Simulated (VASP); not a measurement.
Crystal: Si2IrPd2.

```xyz
5
Lattice="4.4092 0.0000 0.0000 0.0000 4.4092 0.0000 0.0000 0.0000 4.6809" Properties=species:S:1:pos:R:3 pbc="T T T"
Si    0.0000    2.2046    2.3404
Si    2.2046    0.0000    2.3404
Pd    0.0000    0.0000    3.4913
Pd    0.0000    0.0000    1.1896
Ir    2.2046    2.2046    0.0000
```

The cell was built from a structure type or drawn by symmetry, and may not be a known phase.

| Property | Result |
| --- | --- |
| Program | VASP 6.6.1 |
| Task | relaxation of cell and atoms |
| Functional | PBE |
| Potentials or basis | VASP PAW PBE potentials, release 64 (Si, Pd, Ir) |
| Cutoff | 500 eV |
| k mesh | 4 × 4 × 4 |
| Occupations | gaussian, width 0.1 eV |
| Spin | no spin polarisation |

At the start: pressure -5.9 GPa; volume 18.20 Å³/atom.

Question: How do energy, volume and symmetry change on relaxing?

Answer: Over 11 steps the energy falls by 443.3 meV/atom and the volume is 15.47 Å³/atom (-15.0 %); space group P4/mmm (No. 123, to 0.1 Å) before and after.

The path:
```
step  energy change (eV)  largest force (eV/Å)  pressure (GPa)  volume (Å³)
   1              0.0000                3.1488           -5.95        91.00
   2             -1.6746                4.3496           -5.44        81.21
   3             -1.6737                4.1122           -6.17        81.84
   4             -1.4582                3.5647           23.35        70.07
   5             -2.2070                0.1853            1.71        76.59
   6             -2.2071                0.1180            1.96        76.48
   7             -2.2110                0.1054           -1.64        78.17
   8             -2.2150                0.0209           -0.18        77.45
   9             -2.2157                0.0432           -0.06        77.38
  10             -2.2162                0.0807            0.15        77.25
  11             -2.2164                0.0245           -0.13        77.33
```

Final structure:
```yaml
crystal:
  lattice:
    - [3.79202, 0.00000, 0.00000]
    - [0.00000, 3.79202, 0.00000]
    - [0.00000, 0.00000, 5.37807]
  atoms:
    - { symbol: Si, position: [0.00000, 0.50000, 0.50000] }
    - { symbol: Si, position: [0.50000, 0.00000, 0.50000] }
    - { symbol: Pd, position: [0.00000, 0.00000, 0.76561] }
    - { symbol: Pd, position: [0.00000, 0.00000, 0.23439] }
    - { symbol: Ir, position: [0.50000, 0.50000, 0.00000] }
```

Caveat: the volume moved by over 15 % at a fixed basis, so the end points are rough.
